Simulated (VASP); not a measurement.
A run of VASP 6.6.1:

Contents of INCAR:

```
ALGO     = Normal         # electronic algorithm
EDIFF    = 1E-6           # SCF threshold, eV
ENCUT    = 520            # plane-wave cutoff, eV
GGA      = PE             # functional
ISIF     = 2              # what is computed and relaxed
ISMEAR   = 0              # smearing method
LASPH    = True           # aspherical terms in the spheres
LCHARG   = False          # write CHGCAR
LREAL    = False          # projectors in reciprocal space
LWAVE    = False          # write WAVECAR
NBANDS   = 28             # bands
NELM     = 60             # most SCF steps
PREC     = Accurate       # precision mode
SIGMA    = 0.15           # smearing width, eV
```

Contents of KPOINTS:

```
k-points
0
Gamma
  14 14 12
```

Contents of POSCAR:

```
SnO
1.0
    4.0136466639      0.0000000000      0.0000000000
    0.0000000000      4.0136466639      0.0000000000
    0.0000000000      0.0000000000      4.3394255593
Sn O
2 2
Direct
    0.0000000000      0.5000000000      0.2385000000
    0.5000000000      0.0000000000      0.7615000000
    0.0000000000      0.0000000000      0.0000000000
    0.5000000000      0.5000000000      0.0000000000
```

Potentials or basis: VASP PAW PBE potentials, release 64 (Sn_d, O).

Launch:

```console
$ cat potpaw_PBE.64/Sn_d/POTCAR potpaw_PBE.64/O/POTCAR > POTCAR
$ mpirun -np 1 vasp_std > vasp.out
```

Hardware: 1 thread of Intel(R) Xeon(R) 6975P-C (Granite Rapids), on a shared host.

Question: How long does it take, and how much memory?

Answer: Run time: 2.5 min on 1 thread of Intel(R) Xeon(R) 6975P-C (Granite Rapids), on a shared host, peak memory 0.47 GiB. Counts: scf iterations 14, k points 252.
